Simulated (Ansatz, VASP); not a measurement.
# HfO2: VASP beside Ansatz

```
CELL_PARAMETERS angstrom
0.00000 2.55750 2.55750
2.55750 0.00000 2.55750
2.55750 2.55750 0.00000
ATOMIC_POSITIONS crystal
Hf 0.00000 0.00000 0.00000
O 0.75000 0.75000 0.75000
O 0.25000 0.25000 0.25000
```

Alike in both runs: functional PBEsol; k mesh 7 × 7 × 7; occupations fermi-dirac, width 0.05 eV; no spin polarisation.

|  | VASP | Ansatz |
| --- | --- | --- |
| version | VASP 6.6.1 | Ansatz 0.2.0 |
| potentials or method | VASP PAW PBE potentials, release 64 (Hf_pv, O), cutoff 520 eV | all-electron LAPW, scalar-relativistic |
| task | single point | band structure |

VASP gave:

| Item | Value |
| --- | --- |
| gap on the k mesh at the Fermi level (eV) | 3.79 |
| least direct gap on the mesh (eV) | 3.96 |
| pressure (GPa) | -13.5 |

Task: Estimate Ansatz's values.

Result: gap on the k mesh at the Fermi level (eV): 3.77; least direct gap on the mesh (eV): 3.94; pressure (GPa): -10.2.

VASP's potentials were made for PBE, not for PBEsol. Ansatz ran all-electron here, and VASP with PAW potentials.

Spin-orbit coupling is off throughout.
